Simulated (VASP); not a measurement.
Runs of VASP 6.6.1 on Ca. The structure is that of space group Fm-3m (No. 225), or close to it. The cells are those of the table. 

| level | spin | fixed moment (μB) | cell | k mesh | smearing | gap on the mesh (eV) | pressure (GPa) |
| --- | --- | --- | --- | --- | --- | --- | --- |
| RPBE | collinear | 5.0 | a = 3.087 Å, angles 60.0°, 1 atom | 4 × 4 × 4 | tetrahedron | - | 20.0 |
| PBE | off | - | a = 3.757 Å, angles 60.0°, 1 atom | 8 × 8 × 8 | gaussian 0.1 eV | none | (a) |
| PBE | off | - | a = 3.943 Å, angles 60.0°, 1 atom | 4 × 4 × 4 | gaussian 0.1 eV | none | -0.3 |
| PBE | off | - | a = 3.943 Å, angles 60.0°, 1 atom | 8 × 8 × 8 | gaussian 0.1 eV | none | -0.5 |
| PBE | off | - | a = 3.943 Å, angles 60.0°, 1 atom | 8 × 8 × 8 | methfessel-paxton 0.32 eV | none | -0.5 |
| revPBE | off | - | a = 3.943 Å, angles 60.0°, 1 atom | 8 × 8 × 8 | methfessel-paxton 0.038 eV | none | 0.2 |

Alike in all rows: task single point; potentials or basis VASP PAW PBE potentials, release 64 (Ca_sv); cutoff (eV) 500.

Question: Estimate the missing entries.

Answer: (a) 2.4.

Caveats: some runs use coarse meshes; the PAW data sets were made with another functional, which shifts forces and pressure a little (at least some runs); the total moment is fixed, so each spin has its own Fermi level (at least some runs); so wide a smearing shifts energies and pressures (at least some runs).

A gap of «none» marks levels without a gap at the run's occupations.
